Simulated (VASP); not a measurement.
Input of a VASP 6.6.1 run:

The input INCAR:

```
SYSTEM = HfC
PREC = Accurate ; ENCUT = 520
EDIFF = 1E-6 ; ISMEAR = 0
SIGMA = 0.15 ; LREAL = .False.
LASPH = .True. ; NELM = 60
ALGO = Normal ; ISIF = 2
LWAVE = .False. ; LCHARG = .False.
GGA = PE ; NBANDS = 14
```

File KPOINTS:

```
regular mesh
0
Gamma
  18 18 18
  0 0 0
```

The input POSCAR:

```
HfC
1.0
    0.0000000000      2.4412500000      2.3250000000
    2.3250000000      0.0000000000      2.3250000000
    2.3250000000      2.4412500000      0.0000000000
Hf C
1 1
Direct
    0.5000000000      0.5000000000      0.5000000000
    0.0000000000      0.0000000000      0.0000000000
```

Potentials or basis: VASP PAW PBE potentials, release 64 (Hf_pv, C).

Command:

```console
$ cat potpaw_PBE.64/Hf_pv/POTCAR potpaw_PBE.64/C/POTCAR > POTCAR
$ mpirun -np 1 vasp_std > vasp.out
```

**Question.** What does it give for the band gap on the k mesh?

**Answer.** Zero (band 7 reaches 6.63 eV, above the bottom of band 8 at 5.08 eV).

**Question.** Predict the pressure.

**Answer.** -10.0 GPa.

Stress tensor (GPa, compression positive):
```
 -5.16   0.00   0.00
  0.00 -19.62   0.00
  0.00   0.00  -5.16
```

Caveat: the cell differs from its parent crystal (strain +0.0500 x Voigt [0, 1, 0, 0, 0, 0]); spin-orbit coupling is left out, which moves the levels of the heavy elements.
